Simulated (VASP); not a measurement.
A run of VASP 6.6.1 is set up as follows.

File INCAR:

```
PREC = Accurate ; ENCUT = 520
EDIFF = 1E-7 ; ISMEAR = 0
SIGMA = 0.15 ; LREAL = F
LASPH = T ; NELM = 60
ALGO = Fast ; ISIF = 2
LWAVE = F ; LCHARG = F
GGA = PE ; NBANDS = 17
```

File KPOINTS:

```
Automatic mesh
0
Gamma
  18 18 10
```

The input POSCAR:

```
Hf
1.0
    3.1451298529      0.0000000000      0.0000000000
   -1.5725649265      2.7237623508      0.0000000000
    0.0000000000      0.0000000000      5.2250187286
Hf
2
Direct
    0.3333333333      0.6666666667      0.2500000000
    0.6666666667      0.3333333333      0.7500000000
```

Potentials or basis: VASP PAW PBE potentials, release 64 (Hf_pv).

Launch:

```bash
$ cat potpaw_PBE.64/Hf_pv/POTCAR > POTCAR
$ mpirun -np 1 vasp_std > vasp.out
```

(1) Predict the band gap on the k mesh.

(2) Predict the pressure.

## Answers

(1) zero (band 10 reaches 5.91 eV, above the bottom of band 11 at 4.50 eV).

(2) 0.3 GPa.

Caveat: spin-orbit coupling is left out, which moves the levels of the heavy elements.
